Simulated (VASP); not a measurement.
K:

```
CELL_PARAMETERS angstrom
6.68203 0.00000 0.00000
-3.34102 5.78681 0.00000
0.00000 0.00000 5.69591
ATOMIC_POSITIONS crystal
K 0.33333 0.66667 0.50000
K 0.00000 0.00000 0.00000
K 0.66667 0.33333 0.50000
```

This isn't the form of K at room conditions, which is bcc.

- Program: VASP 6.6.1
- Task: relaxation of cell and atoms
- Functional: PBE
- Potentials or basis: VASP PAW PBE potentials, release 64 (K_sv)
- Cutoff: 600 eV
- k mesh: 9 × 9 × 8
- Occupations: gaussian, width 0.1 eV
- Spin: no spin polarisation

At the start: pressure 0.3 GPa; volume 73.42 Å³/atom.

**Question.** How do energy, volume and symmetry change on relaxing?

**Answer.** Over 9 steps the energy falls by 83.0 meV/atom and the volume is 74.40 Å³/atom (+1.3 %); space group P6/mmm (No. 191, to 0.1 Å) before and after.

The path:
| step | energy change (eV) | largest force (eV/Å) | pressure (GPa) | volume (Å³) |
| --- | --- | --- | --- | --- |
| 1 | 0.0000 | 0.0000 | 0.28 | 220.25 |
| 2 | -0.0347 | 0.0000 | 0.18 | 224.27 |
| 3 | -0.1194 | 0.0000 | -0.06 | 235.96 |
| 4 | -0.1899 | 0.0000 | -0.37 | 257.39 |
| 5 | -0.2285 | 0.0000 | -0.28 | 244.51 |
| 6 | -0.2377 | 0.0000 | -0.20 | 237.19 |
| 7 | -0.2383 | 0.0000 | -0.17 | 234.77 |
| 8 | -0.2472 | 0.0000 | -0.07 | 227.20 |
| 9 | -0.2489 | 0.0000 | -0.01 | 223.20 |

Final structure:
```cif
data_structure
_symmetry_space_group_name_H-M 'P 1'
_symmetry_Int_Tables_number 1
_cell_length_a 7.5456
_cell_length_b 7.5456
_cell_length_c 4.5267
_cell_angle_alpha 90.000
_cell_angle_beta 90.000
_cell_angle_gamma 120.000
_cell_volume 223.20
loop_
_atom_site_label
_atom_site_type_symbol
_atom_site_fract_x
_atom_site_fract_y
_atom_site_fract_z
_atom_site_occupancy
K1 K 0.33333 0.66667 0.50000 1
K2 K 0.00000 0.00000 0.00000 1
K3 K 0.66667 0.33333 0.50000 1
```

Caveat: a cell axis changed by over 15 % at a fixed basis, so the end point is rough.
